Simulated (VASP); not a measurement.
# AlN (wurtzite type) (P6_3mc) in VASP: relaxation of cell and atoms with PBE

Aim: the relaxation of cell and atoms of AlN (wurtzite type) with PBE.

Program: VASP 6.6.1. These are calculated values, not measurements. Logs are shortened: lines on timing, memory, paths and dates and some standing lists are left out, and cuts for length are marked.

## (1) The cell of the first run

Symmetry: P6_3mc, No. 186, hexagonal system. Conventional cell: a = 2.963 Å, b = 2.963 Å, c = 4.830 Å, α = 90.00°, β = 90.00°, γ = 120.00°. Within 2.4 Å of Al (site symmetry 3m) lie 4 N at 1.81 to 1.82 Å. Within 2.4 Å of N (site symmetry 3m) lie 4 Al at 1.81 to 1.82 Å.

## (2) Relaxation of cell and atoms, PBE, target pressure 21 GPa, at which the enthalpy is minimised

Input file INCAR:

```
PREC = Accurate ; ENCUT = 600
EDIFF = 1E-6 ; ISMEAR = -1
SIGMA = 0.08 ; LREAL = False
LASPH = True ; NELM = 80
ALGO = Normal ; ISIF = 3
LWAVE = False ; LCHARG = False
GGA = PE ; IBRION = 2
NSW = 60 ; EDIFFG = -0.005
PSTRESS = 210.0
```

Input file KPOINTS:

```
Automatic mesh
0
Gamma
  12 12 7
```

Input file POSCAR:

```
AlN
1.0
    2.9629239290      0.0000000000      0.0000000000
   -1.4814619645      2.5659673920      0.0000000000
    0.0000000000      0.0000000000      4.8295660043
Al N
2 2
Direct
    0.3333333333      0.6666666667      0.0000000000
    0.6666666667      0.3333333333      0.5000000000
    0.3333333333      0.6666666667      0.3760000000
    0.6666666667      0.3333333333      0.8760000000
```

Potentials or basis: VASP PAW PBE potentials, release 64 (Al, N).

On the command line:

```
$ cat potpaw_PBE.64/Al/POTCAR potpaw_PBE.64/N/POTCAR > POTCAR
$ mpirun -np 1 vasp_std > vasp.out
```

OUTCAR:

```text
PREC = Accurate
   ENCUT = 600
   EDIFF = 1E-6
   ISMEAR = -1
   LREAL = False
   LASPH = True
   NELM = 80
   ISIF = 3
   GGA = PE
   IBRION = 2
   NSW = 60
   EDIFFG = -0.005
   PSTRESS = 210.0

 ion  position               nearest neighbor table
   1  0.333  0.667  0.000-   4 1.81   4 1.81   4 1.81   3 1.82   2 2.96   2 2.96   2 2.96   2 2.96
                             2 2.96   2 2.96
   2  0.667  0.333  0.500-   3 1.81   3 1.81   3 1.81   4 1.82   1 2.96   1 2.96   1 2.96   1 2.96
                             1 2.96   1 2.96
   3  0.333  0.667  0.376-   2 1.81   2 1.81   2 1.81   1 1.82
   4  0.667  0.333  0.876-   1 1.81   1 1.81   1 1.81   2 1.82

  LATTYP: Found a hexagonal cell.
 ALAT       =     2.9629239290
 C/A-ratio  =     1.6300000000

  Lattice vectors:

 A1 = (   2.9629239290,   0.0000000000,   0.0000000000)
 A2 = (  -1.4814619645,   2.5659673920,   0.0000000000)
 A3 = (   0.0000000000,   0.0000000000,   4.8295660043)

Analysis of symmetry for initial positions (statically):
=====================================================================
 Subroutine PRICEL returns:
 Original cell was already a primitive cell.

 Routine SETGRP: Setting up the symmetry group for a
 hexagonal supercell.

 Subroutine GETGRP returns: Found 12 space group operations
 (whereof  6 operations were pure point group operations)
 out of a pool of 24 trial point group operations.

The static configuration has the point symmetry C_3v.
 The point group associated with its full space group is C_6v.

Analysis of symmetry for dynamics (positions and initial velocities):
=====================================================================
 Subroutine PRICEL returns:
 Original cell was already a primitive cell.

 Routine SETGRP: Setting up the symmetry group for a
 hexagonal supercell.

 Subroutine GETGRP returns: Found 12 space group operations
 (whereof  6 operations were pure point group operations)
 out of a pool of 24 trial point group operations.

The dynamic configuration has the point symmetry C_3v.
 The point group associated with its full space group is C_6v.

 Subroutine INISYM returns: Found 12 space group operations
 (whereof  6 operations are pure point group operations),
 and found     1 'primitive' translations

----------------------------------------------------------------------------------------

                                     Primitive cell

  volume of cell :      36.7181

  direct lattice vectors                    reciprocal lattice vectors
     2.962923929  0.000000000  0.000000000     0.337504446  0.194858283  0.000000000
    -1.481461965  2.565967392  0.000000000     0.000000000  0.389716566  0.000000000
     0.000000000  0.000000000  4.829566004     0.000000000  0.000000000  0.207057942

  length of vectors
     2.962923929  2.962923929  4.829566004     0.389716566  0.389716566  0.207057942

  position of ions in fractional coordinates (direct lattice)
     0.333333333  0.666666667  0.000000000
     0.666666667  0.333333333  0.500000000
     0.333333333  0.666666667  0.376000000
     0.666666667  0.333333333  0.876000000

  ion indices of the primitive-cell ions
   primitive index   ion index
                 1           1
                 2           2
                 3           3
                 4           4

----------------------------------------------------------------------------------------

 KPOINTS: Automatic mesh

Automatic generation of k-mesh.
 Grid dimensions read from file:
 generate k-points for:   12   12    7

 Generating k-lattice:

  Cartesian coordinates                     Fractional coordinates (reciprocal lattice)
     0.028125371  0.016238190  0.000000000     0.083333333  0.000000000  0.000000000
     0.000000000  0.032476380  0.000000000     0.000000000  0.083333333  0.000000000
     0.000000000  0.000000000  0.029579706     0.000000000  0.000000000  0.142857143

  Length of vectors
     0.032476380  0.032476380  0.029579706

  Shift w.r.t. Gamma in fractional coordinates (k-lattice)
     0.000000000  0.000000000  0.000000000

 Subroutine IBZKPT returns following result:
 ===========================================

 Found     76 irreducible k-points:

 Following reciprocal coordinates:
            Coordinates               Weight
  0.000000  0.000000  0.000000      1.000000
  0.083333  0.000000  0.000000      6.000000
  0.166667  0.000000  0.000000      6.000000
  0.250000  0.000000  0.000000      6.000000
  0.333333  0.000000  0.000000      6.000000
  0.416667 -0.000000  0.000000      6.000000
[... 16 lines left out ...]
  0.250000  0.000000  0.142857     12.000000
  0.333333  0.000000  0.142857     12.000000
 [... further k-points ...]
   k-points           NKPTS =     76   k-points in BZ     NKDIM =     76   number of bands    NBANDS=     12
   number of dos      NEDOS =    301   number of ions     NIONS =      4
   total plane-waves  NPLWV =  23040
   dimension x,y,z NGX =    24 NGY =   24 NGZ =   40
   dimension x,y,z NGXF=    48 NGYF=   48 NGZF=   80
   ions per type =               2   2
   NGX,Y,Z   is equivalent  to a cutoff of  13.47, 13.47, 13.77 a.u.
   NGXF,Y,Z  is equivalent  to a cutoff of  26.93, 26.93, 27.54 a.u.
 SYSTEM =  unknown system
   PREC   = accura    normal or accurate (medium, high low for compatibility)
   ISTART =      0    job   : 0-new  1-cont  2-samecut
   ICHARG =      2    charge: 1-file 2-atom 10-const
   ISPIN  =      1    spin polarized calculation?
   LNONCOLLINEAR =      F non collinear calculations
   LSORBIT =      F    spin-orbit coupling
   LASPH  =      T    aspherical Exc in radial PAW
   ENCUT  =  600.0 eV  44.10 Ry    6.64 a.u.   5.92  5.92  9.65*2*pi/ulx,y,z
   NELM   =     80;   NELMIN=  2; NELMDL= -5     # of ELM steps
   EDIFF  = 0.1E-05   stopping-criterion for ELM
   LREAL  =      F    real-space projection
   EDIFFG = -.5E-02   stopping-criterion for IOM
   NSW    =     60    number of steps for IOM
   IBRION =      2    ionic relax: 0-MD 1-quasi-New 2-CG
   NFREE  =      1    steps in history (QN), initial steepest desc. (CG)
   ISIF   =      3    stress and relaxation
   ISYM   =      2    0-nonsym 1-usesym 2-fastsym
   POTIM  = 0.5000    time-step for ionic-motion
   TEBEG  =    0.0;   TEEND  =   0.0 temperature during run
   PSTRESS=  210.0 pullay stress
   NELECT =      16.0000    total number of electrons
   NUPDOWN=      -1.0000    fix difference up-down
   EMIN   =  10.00;   EMAX   =-10.00  energy-range for DOS
   EFERMI =   0.00;   METHOD = LEGACY
   ISMEAR =    -1;   SIGMA  =   0.08  broadening in eV -4-tet -1-fermi 0-gaus
   EFERMI_NEDOS =   21; number of points for ismear=-14 and -15
   IALGO  =     38    algorithm
   IMIX   =      4    mixing-type and parameters
     AMIX     =   0.40;   BMIX     =  1.00
     AMIX_MAG =   1.60;   BMIX_MAG =  1.00
  volume/ion in A,a.u.               =       9.18        61.95
  Fermi-wavevector in a.u.,A,eV,Ry     =   1.241142  2.345419 20.958880  1.540434
  Thomas-Fermi vector in A             =   2.375553
   LORBIT       =      0    0 simple, 1 ext, 2 COOP (PROOUT), +10 PAW based schemes
   GGA     = PE    functional components
   LHFCALC =     F    Hartree Fock is set to
   AEXX    =    0.0000 exact exchange contribution
   IVDW    =     0    specifies the selected vdW correction
   LEPSILON=     F    determine dielectric tensor
   LRPA    =     F    only Hartree local field effects (RPA)
 conjugate gradient relaxation of ions
 non-spin polarized calculation
  energy-cutoff  :      600.00
  volume of cell :       36.72
 maximum number of plane-waves:      1248
 NGX is ok and might be reduce to    24
   NGX = 11   NGY = 11   NGZ = 19

--------------------------------------- Ionic step        1  -------------------------------------------

 number of electron      16.0000000 magnetization

 Free energy of the ion-electron system (eV)
  ---------------------------------------------------
  ext. energy  EPLUGINS =         0.00000000
  ---------------------------------------------------
  free energy    TOTEN  =       -29.15162241 eV

  energy without entropy =      -29.15162241  energy(sigma->0) =      -29.15162241

------------------------ aborting loop because EDIFF is reached ----------------------------------------

  FORCE on cell =-STRESS in cart. coord.  units (eV):
  Direction    XX          YY          ZZ          XY          YZ          ZX
  --------------------------------------------------------------------------------------
  -------------------------------------------------------------------------------------
  Total        9.1560589      9.1560589      7.9823149      0.0000000      0.0000000     -0.0000000
  in kB      399.5208234    399.5208234    348.3049908      0.0000000      0.0000000     -0.0000000
  external PRESSURE =     172.4488792 kB  Pullay stress =     210.0000000 kB
[... 265 lines left out ...]
  enthalpy is  TOTEN    =       -24.4642685047 eV   P V=        5.0860659485

--------------------------------------- Ionic step        8  -------------------------------------------

 number of electron      15.9999999 magnetization

 Free energy of the ion-electron system (eV)
  ---------------------------------------------------
  ext. energy  EPLUGINS =         0.00000000
  ---------------------------------------------------
  free energy    TOTEN  =       -29.55200180 eV

  energy without entropy =      -29.55200180  energy(sigma->0) =      -29.55200180

 E-fermi :   8.4711     XC(G=0): -11.2339

 val. band max:        6.9374591451   @ k =   0.0000   0.0000   0.0000
 cond. band min:      11.7576613775   @ k =   0.0000   0.0000   0.0000
 fundamental gap:      4.8202022324
 Fermi energy:         8.4710681948

 k-point     1 :       0.0000    0.0000    0.0000
  band No.  band energies     occupation
      1      -8.7621      2.00000
      2      -6.3519      2.00000
      3       0.5750      2.00000
      4       5.9430      2.00000
      5       5.9430      2.00000
      6       6.6279      2.00000
      7       6.6279      2.00000
      8       6.9375      2.00000
      9      11.7577      0.00000
     10      14.1419      0.00000
     11      18.1598      0.00000
     12      18.5056      0.00000
[... 331 lines left out ...]
 k-point    24 :       0.3333    0.0000    0.1429
  band No.  band energies     occupation
      1      -7.3386      2.00000
      2      -5.8864      2.00000
      3       1.7620      2.00000
      4       2.7399      2.00000
      5       3.3754      2.00000
      6       4.9688      2.00000
      7       6.0700      2.00000
      8       6.2196      2.00000
      9      13.1380      0.00000
     10      13.8262      0.00000
     11      15.8883      0.00000
     12      17.6712      0.00000

 [... further k-points ...]

------------------------ aborting loop because EDIFF is reached ----------------------------------------

  FORCE on cell =-STRESS in cart. coord.  units (eV):
  Direction    XX          YY          ZZ          XY          YZ          ZX
  --------------------------------------------------------------------------------------
  -------------------------------------------------------------------------------------
  Total        5.0895323      5.0895323      5.0920828      0.0000000      0.0000000      0.0000000
  in kB      210.0808947    210.0808947    210.1861687      0.0000000      0.0000000      0.0000000
  external PRESSURE =       0.1159860 kB  Pullay stress =     210.0000000 kB
[... 19 lines left out ...]
  FREE ENERGIE OF THE ION-ELECTRON SYSTEM (eV)
  ---------------------------------------------------
  free  energy   TOTEN  =       -29.5520017965 eV

  energy  without entropy=      -29.5520017964  energy(sigma->0) =      -29.55200180

  enthalpy is  TOTEN    =       -24.4644292658 eV   P V=        5.0875725307

 reached required accuracy - stopping structural energy minimisation
```

Run time: 3.4 min. Hardware: 1 thread of Intel Xeon 8259CL, shared host; peak memory 0.18 GiB.

Results:

```
Free energy                                                : -29.5520 eV
Relaxed volume                                             : 9.70 Å³/atom
Relaxed cell                                               : a = 3.043 Å, b = 3.043 Å, c = 4.842 Å, α = 90.00°, β = 90.00°, γ = 120.00°
Space group after relaxing (to 0.1 Å)                      : P6_3mc (No. 186)
Energy change on relaxing (the run minimises the enthalpy) : -100.1 meV/atom
Ionic steps                                                : 8
Pressure after relaxing                                    : 21.0 GPa
Band gap on the k mesh                                     : 4.82 eV
```

The path:
```csv
step,energy change (eV),largest force (eV/Å),pressure (GPa),volume (Å³)
1,0.0000,0.2141,38.24,36.72
2,-0.6242,0.0459,1.43,42.22
3,-0.4109,0.1386,20.29,38.96
4,-0.4049,0.1400,20.62,38.91
5,-0.4056,0.0853,20.78,38.87
6,-0.4012,0.0271,20.96,38.82
7,-0.3987,0.0470,21.10,38.80
8,-0.4004,0.0003,21.01,38.82
```

Final structure:
```
CELL_PARAMETERS angstrom
3.04257 0.00000 0.00000
-1.52129 2.63494 0.00000
0.00000 0.00000 4.84161
ATOMIC_POSITIONS crystal
Al 0.33333 0.66667 0.99615
Al 0.66667 0.33333 0.49615
N 0.33333 0.66667 0.37985
N 0.66667 0.33333 0.87985
```

Levels at points of the mesh, in eV from the valence-band top:
```csv
k point,band 4,band 5,band 6,band 7,band 8,band 9,band 10,band 11,band 12
"(0.00, 0.00, 0.00)",-0.99,-0.99,-0.31,-0.31,0.00,4.82,7.20,11.22,11.57
"(0.50, 0.00, 0.00)",-4.38,-3.56,-2.28,-1.92,-0.77,5.97,5.99,8.77,10.77
```

Caveat: the cell is relaxed towards a set pressure, so the run minimises the enthalpy, not the energy. A k mesh can miss the band edges.
